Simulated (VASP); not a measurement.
# Mo in VASP: single point with PBE

Aim: the single point of Mo with PBE.

All numbers are computed with VASP 6.6.1; they aren't measurements. Logs are shortened: lines on timing, memory, paths and dates and some standing lists are left out, and cuts for length are marked.

## Step 1: The cell of the first run

The cell holds a slab with vacuum, 6 atoms: a = 2.737 Å, b = 2.737 Å, c = 27.175 Å, α = 90.00°, β = 90.00°, γ = 109.47°.

## Step 2: Single point, PBE

File INCAR:

```
PREC = Accurate
ENCUT = 520
EDIFF = 1E-7
ISMEAR = -1
SIGMA = 0.1
LREAL = F
LASPH = T
NELM = 60
ALGO = Normal
ISIF = 2
LWAVE = F
LCHARG = F
LDIPOL = T
IDIPOL = 3
DIPOL = 0.5 0.5 0.500
GGA = PE
NBANDS = 51
```

File KPOINTS:

```
Automatic mesh
0
Gamma
  13 13 1
```

File POSCAR:

```
Mo
1.0
    2.7373676766      0.0000000000      0.0000000000
   -0.9124558922      2.5808149956      0.0000000000
    0.0000000000      0.0000000000     27.1753000000
Mo
6
Direct
    0.2500000000      0.2500000000      0.2975287540
    0.7500000000      0.7500000000      0.3760736566
    0.2500000000      0.2500000000      0.4587810267
    0.7500000000      0.7500000000      0.5412189744
    0.2500000000      0.2500000000      0.6239263435
    0.7500000000      0.7500000000      0.7024712447
```

Potentials or basis: VASP PAW PBE potentials, release 64 (Mo_sv).

Command:

```sh
$ cat potpaw_PBE.64/Mo_sv/POTCAR > POTCAR
$ mpirun -np 1 vasp_std > vasp.out
```

OUTCAR:

```text
PREC = Accurate
   ENCUT = 520
   EDIFF = 1E-7
   ISMEAR = -1
   LREAL = F
   LASPH = T
   NELM = 60
   ISIF = 2
   GGA = PE

 ion  position               nearest neighbor table
   1  0.250  0.250  0.298-   2 2.66   2 2.66   2 3.09   2 3.09
   2  0.750  0.750  0.376-   1 2.66   1 2.66   3 2.75   3 2.75   1 3.09   1 3.09   3 3.17   3 3.17

   3  0.250  0.250  0.459-   4 2.74   4 2.74   2 2.75   2 2.75   4 3.16   4 3.16   2 3.17   2 3.17

   4  0.750  0.750  0.541-   3 2.74   3 2.74   5 2.75   5 2.75   3 3.16   3 3.16   5 3.17   5 3.17

   5  0.250  0.250  0.624-   6 2.66   6 2.66   4 2.75   4 2.75   6 3.09   6 3.09   4 3.17   4 3.17

   6  0.750  0.750  0.702-   5 2.66   5 2.66   5 3.09   5 3.09

  LATTYP: Found a base centered orthorhombic cell.
 ALAT       =     3.1608399299
 B/A-ratio  =     1.4142135624
 C/A-ratio  =     8.5974932622

  Lattice vectors:

 A1 = (   2.7373676766,   0.0000000000,   0.0000000000)
 A2 = (  -0.9124558922,   2.5808149956,   0.0000000000)
 A3 = (   0.0000000000,   0.0000000000,  27.1753000000)

Analysis of symmetry for initial positions (statically):
=====================================================================
 Subroutine PRICEL returns:
 Original cell was already a primitive cell.

 Routine SETGRP: Setting up the symmetry group for a
 base centered orthorhombic supercell.

 Subroutine GETGRP returns: Found  8 space group operations
 (whereof  4 operations were pure point group operations)
 out of a pool of  8 trial point group operations.

The static configuration has the point symmetry C_2h.
 The point group associated with its full space group is D_2h.

Analysis of symmetry for dynamics (positions and initial velocities):
=====================================================================
 Subroutine PRICEL returns:
 Original cell was already a primitive cell.

 Routine SETGRP: Setting up the symmetry group for a
 base centered orthorhombic supercell.

 Subroutine GETGRP returns: Found  8 space group operations
 (whereof  4 operations were pure point group operations)
 out of a pool of  8 trial point group operations.

The dynamic configuration has the point symmetry C_2h.
 The point group associated with its full space group is D_2h.

 Subroutine INISYM returns: Found  8 space group operations
 (whereof  4 operations are pure point group operations),
 and found     1 'primitive' translations

----------------------------------------------------------------------------------------

                                     Primitive cell

  volume of cell :     191.9837

  direct lattice vectors                    reciprocal lattice vectors
     2.737367677  0.000000000  0.000000000     0.365314462  0.129158167  0.000000000
    -0.912455892  2.580814996  0.000000000     0.000000000  0.387474500  0.000000000
     0.000000000  0.000000000 27.175300000     0.000000000  0.000000000  0.036798122

  length of vectors
     2.737367677  2.737367677 27.175300000     0.387474500  0.387474500  0.036798122

  position of ions in fractional coordinates (direct lattice)
     0.250000000  0.250000000  0.297528754
     0.750000000  0.750000000  0.376073657
     0.250000000  0.250000000  0.458781027
     0.750000000  0.750000000  0.541218974
     0.250000000  0.250000000  0.623926344
     0.750000000  0.750000000  0.702471245

  ion indices of the primitive-cell ions
   primitive index   ion index
                 1           1
                 2           2
                 3           3
                 4           4
                 5           5
                 6           6

----------------------------------------------------------------------------------------

 KPOINTS: Automatic mesh

Automatic generation of k-mesh.
 Grid dimensions read from file:
 generate k-points for:   13   13    1

 Generating k-lattice:

  Cartesian coordinates                     Fractional coordinates (reciprocal lattice)
     0.028101112  0.009935244  0.000000000     0.076923077  0.000000000  0.000000000
     0.000000000  0.029805731  0.000000000     0.000000000  0.076923077  0.000000000
     0.000000000  0.000000000  0.036798122     0.000000000  0.000000000  1.000000000

  Length of vectors
     0.029805731  0.029805731  0.036798122

  Shift w.r.t. Gamma in fractional coordinates (k-lattice)
     0.000000000  0.000000000  0.000000000

 Subroutine IBZKPT returns following result:
 ===========================================

 Found     49 irreducible k-points:

 Following reciprocal coordinates:
            Coordinates               Weight
  0.000000  0.000000  0.000000      1.000000
  0.076923  0.000000  0.000000      4.000000
  0.153846  0.000000  0.000000      4.000000
  0.230769  0.000000  0.000000      4.000000
  0.307692  0.000000  0.000000      4.000000
  0.384615  0.000000  0.000000      4.000000
[... 16 lines left out ...]
  0.384615  0.153846  0.000000      4.000000
  0.461538  0.153846  0.000000      4.000000
 [... further k-points ...]
   k-points           NKPTS =     49   k-points in BZ     NKDIM =     49   number of bands    NBANDS=     51
   number of dos      NEDOS =    301   number of ions     NIONS =      6
   total plane-waves  NPLWV =  84000
   dimension x,y,z NGX =    20 NGY =   20 NGZ =  210
   dimension x,y,z NGXF=    40 NGYF=   40 NGZF=  420
   ions per type =               6
   NGX,Y,Z   is equivalent  to a cutoff of  12.15, 12.15, 12.85 a.u.
   NGXF,Y,Z  is equivalent  to a cutoff of  24.29, 24.29, 25.69 a.u.
 SYSTEM =  unknown system
   PREC   = accura    normal or accurate (medium, high low for compatibility)
   ISTART =      0    job   : 0-new  1-cont  2-samecut
   ICHARG =      2    charge: 1-file 2-atom 10-const
   ISPIN  =      1    spin polarized calculation?
   LNONCOLLINEAR =      F non collinear calculations
   LSORBIT =      F    spin-orbit coupling
   LASPH  =      T    aspherical Exc in radial PAW
   ENCUT  =  520.0 eV  38.22 Ry    6.18 a.u.   5.09  5.09 50.53*2*pi/ulx,y,z
   NELM   =     60;   NELMIN=  2; NELMDL= -5     # of ELM steps
   EDIFF  = 0.1E-06   stopping-criterion for ELM
   LREAL  =      F    real-space projection
   EDIFFG = 0.1E-05   stopping-criterion for IOM
   NSW    =      0    number of steps for IOM
   IBRION =     -1    ionic relax: 0-MD 1-quasi-New 2-CG
   NFREE  =      0    steps in history (QN), initial steepest desc. (CG)
   ISIF   =      2    stress and relaxation
   ISYM   =      2    0-nonsym 1-usesym 2-fastsym
   POTIM  = 0.5000    time-step for ionic-motion
   TEBEG  =    0.0;   TEEND  =   0.0 temperature during run
   PSTRESS=    0.0 pullay stress
   NELECT =      84.0000    total number of electrons
   NUPDOWN=      -1.0000    fix difference up-down
   EMIN   =  10.00;   EMAX   =-10.00  energy-range for DOS
   EFERMI =   0.00;   METHOD = LEGACY
   ISMEAR =    -1;   SIGMA  =   0.10  broadening in eV -4-tet -1-fermi 0-gaus
   EFERMI_NEDOS =   21; number of points for ismear=-14 and -15
   IALGO  =     38    algorithm
   IMIX   =      4    mixing-type and parameters
     AMIX     =   0.40;   BMIX     =  1.00
     AMIX_MAG =   1.60;   BMIX_MAG =  1.00
  volume/ion in A,a.u.               =      32.00       215.93
  Fermi-wavevector in a.u.,A,eV,Ry     =   1.242834  2.348616 21.016055  1.544636
  Thomas-Fermi vector in A             =   2.377171
   LORBIT       =      0    0 simple, 1 ext, 2 COOP (PROOUT), +10 PAW based schemes
   GGA     = PE    functional components
   LHFCALC =     F    Hartree Fock is set to
   AEXX    =    0.0000 exact exchange contribution
   IVDW    =     0    specifies the selected vdW correction
   LEPSILON=     F    determine dielectric tensor
   LRPA    =     F    only Hartree local field effects (RPA)
 non-spin polarized calculation
  energy-cutoff  :      520.00
  volume of cell :      191.98
 maximum number of plane-waves:      5230
   NGX = 11   NGY = 11   NGZ =101

 dipolmoment           0.000000      0.000000     -0.000000 electrons x Angstroem

 number of electron      83.9999979 magnetization

 dipolmoment           0.000000      0.000000      0.000000 electrons x Angstroem

 Free energy of the ion-electron system (eV)
  ---------------------------------------------------
  ext. energy  EPLUGINS =         0.00000000
  ---------------------------------------------------
  free energy    TOTEN  =       -63.24011233 eV

  energy without entropy =      -63.07941536  energy(sigma->0) =      -63.15976385

 E-fermi :   3.9200     XC(G=0):  -7.3186

 val. band max:        3.9071522038   @ k =   0.1538   0.0769   0.0000
 cond. band min:       3.9332859272   @ k =  -0.4615   0.3077   0.0000
 fundamental gap:      0.0261337235
 Fermi energy:         3.9200335421

 k-point     1 :       0.0000    0.0000    0.0000
  band No.  band energies     occupation
      1     -57.3965      2.00000
      2     -57.3602      2.00000
      3     -57.2831      2.00000
      4     -57.1963      2.00000
      5     -57.0596      2.00000
      6     -57.0581      2.00000
[... 43 lines left out ...]
     50       5.4824      0.00000
     51       5.5358      0.00000

 k-point     2 :       0.0769    0.0000    0.0000
  band No.  band energies     occupation
      1     -57.3860      2.00000
      2     -57.3508      2.00000
      3     -57.2755      2.00000
      4     -57.1911      2.00000
      5     -57.0541      2.00000
      6     -57.0528      2.00000
[... 43 lines left out ...]
     50       5.2586      0.00000
     51       5.4216      0.00000

 k-point     3 :       0.1538    0.0000    0.0000
  band No.  band energies     occupation
      1     -57.3566      2.00000
      2     -57.3243      2.00000
      3     -57.2547      2.00000
      4     -57.1772      2.00000
      5     -57.0391      2.00000
      6     -57.0382      2.00000
[... 1123 lines left out ...]
     50       6.0790      0.00000
     51       6.3266      0.00000

 k-point    24 :       0.4615    0.1538    0.0000
  band No.  band energies     occupation
      1     -57.1665      2.00000
      2     -57.1623      2.00000
      3     -57.1372      2.00000
      4     -57.1147      2.00000
      5     -56.9460      2.00000
      6     -56.9460      2.00000
[... 43 lines left out ...]
     50       6.0366      0.00000
     51       6.4769      0.00000

 [... further k-points ...]

------------------------ aborting loop because EDIFF is reached ----------------------------------------

 vacuum level on the upper side and lower side of the slab       (xc-potential included)        -0.119        -0.119

  FORCE on cell =-STRESS in cart. coord.  units (eV):
  Direction    XX          YY          ZZ          XY          YZ          ZX
  --------------------------------------------------------------------------------------
  -------------------------------------------------------------------------------------
  Total       -2.2461980     -2.4706598      0.2689775     -0.3174370      0.0000000      0.0000000
  in kB      -18.7453807    -20.6186005      2.2447197     -2.6491328      0.0000000      0.0000000
  external PRESSURE =     -12.3730872 kB  Pullay stress =       0.0000000 kB

 VOLUME and BASIS-vectors are now :
 -----------------------------------------------------------------------------
  energy-cutoff  :      520.00
  volume of cell :      191.98
      direct lattice vectors                 reciprocal lattice vectors
     2.737367677  0.000000000  0.000000000     0.365314462  0.129158167  0.000000000
    -0.912455892  2.580814996  0.000000000     0.000000000  0.387474500  0.000000000
     0.000000000  0.000000000 27.175300000     0.000000000  0.000000000  0.036798122

 POSITION                                       TOTAL-FORCE (eV/Angst)
 -----------------------------------------------------------------------------------
      0.45623      0.64520      8.08543         0.000000      0.000000     -0.028649
      1.36868      1.93561     10.21991        -0.000000     -0.000000      0.002244
      0.45623      0.64520     12.46751         0.000000     -0.000000     -0.000124
      1.36868      1.93561     14.70779        -0.000000      0.000000      0.000124
      0.45623      0.64520     16.95539         0.000000      0.000000     -0.002244
      1.36868      1.93561     19.08987        -0.000000     -0.000000      0.028649
 -----------------------------------------------------------------------------------
    total drift:                               -0.000000      0.000000      0.000009

  FREE ENERGIE OF THE ION-ELECTRON SYSTEM (eV)
  ---------------------------------------------------
  free  energy   TOTEN  =       -63.2401123318 eV

  energy  without entropy=      -63.0794153592  energy(sigma->0) =      -63.15976385

 vacuum level on the upper side and lower side of the slab         8.348         8.348
```

Wall time 36 min (1 thread of Intel Xeon 8259CL, shared host); peak memory 0.48 GiB.

Results:

* Free energy: -63.2401 eV
* Largest force: 0.029 eV/Å
* Band gap on the k mesh: zero (bands 42 and 43 overlap by 2.10 eV)

Forces in eV/Å, atoms in the order of the input:
```
Mo   0.000  0.000 -0.029
Mo   0.000  0.000  0.002
Mo   0.000  0.000  0.000
Mo   0.000  0.000  0.000
Mo   0.000  0.000 -0.002
Mo   0.000  0.000  0.029
```

Levels at points of the mesh, in eV from the Fermi level:
| k point | band 38 | band 39 | band 40 | band 41 | band 42 | band 43 | band 44 | band 45 | band 46 | band 47 |
| --- | --- | --- | --- | --- | --- | --- | --- | --- | --- | --- |
| (0.00, 0.00, 0.00) | -1.43 | -1.28 | -1.24 | -1.22 | -0.68 | -0.49 | 0.45 | 0.67 | 1.09 | 1.18 |

The gap in the log of VASP goes by the Fermi energy; the results here count the filled bands.